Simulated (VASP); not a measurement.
The system is ZrS.

```
CELL_PARAMETERS angstrom
0.00000 2.62500 2.62500
2.62500 0.00000 2.62500
2.62500 2.62500 0.00000
ATOMIC_POSITIONS crystal
Zr 0.00000 0.00000 0.00000
S 0.50000 0.50000 0.50000
```

Program: VASP 6.6.1. Alike in all runs: task single point; level r2SCAN; potentials or basis VASP PAW PBE potentials, release 64 (Zr_sv, S); no spin polarisation; cell as given; cutoff (eV) 520.

**Question.** Order these runs on this cell by their pressure, lowest first.
A. k mesh 14 × 14 × 14; smearing fermi-dirac 0.01 eV
B. k mesh 2 × 2 × 2; smearing gaussian 0.1 eV
C. k mesh 1 × 1 × 1; smearing gaussian 0.1 eV

**Answer.** B (-3.8 GPa), A (-2.0 GPa), C (62.5 GPa).

Caveats: some runs use coarse meshes; the PAW data sets were made with another functional, which shifts forces and pressure a little.
